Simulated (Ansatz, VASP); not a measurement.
# TiB in VASP and in Ansatz

```
Ti B
1.0
     2.57579    2.57579    0.00000
    -2.57579    2.57579    0.00000
     0.00000    0.00000    5.15158
Ti B
2 2
Direct
  0.50000 0.00000 0.25000
  0.00000 0.50000 0.75000
  0.00000 0.00000 0.00000
  0.50000 0.50000 0.50000
```

Change from the starting cell: equal strain along all axes, cell held, atoms relaxed: +4.0 %.

Alike in both runs: task single point; functional r2SCAN; k mesh 16 × 16 × 10; occupations gaussian, width 0.1 eV; no spin polarisation.

|  | VASP | Ansatz |
| --- | --- | --- |
| version | VASP 6.6.1 | Ansatz 0.2.0 |
| potentials or method | VASP PAW PBE potentials, release 64 (Ti_sv, B), cutoff 520 eV | scalar-relativistic, plane waves, PAW |
| valence electrons in the cell | 30 | 30 |

Ansatz gave:

```
gap on the k mesh at the Fermi level (eV) : none
pressure (GPa)                            : -10.0
```

Question: Which values does VASP return?

Answer: gap on the k mesh at the Fermi level (eV): none; pressure (GPa): -9.8.

VASP's potentials were made for PBE, not for r2SCAN. A gap of «none» marks a metal or a gap that the smearing closes.
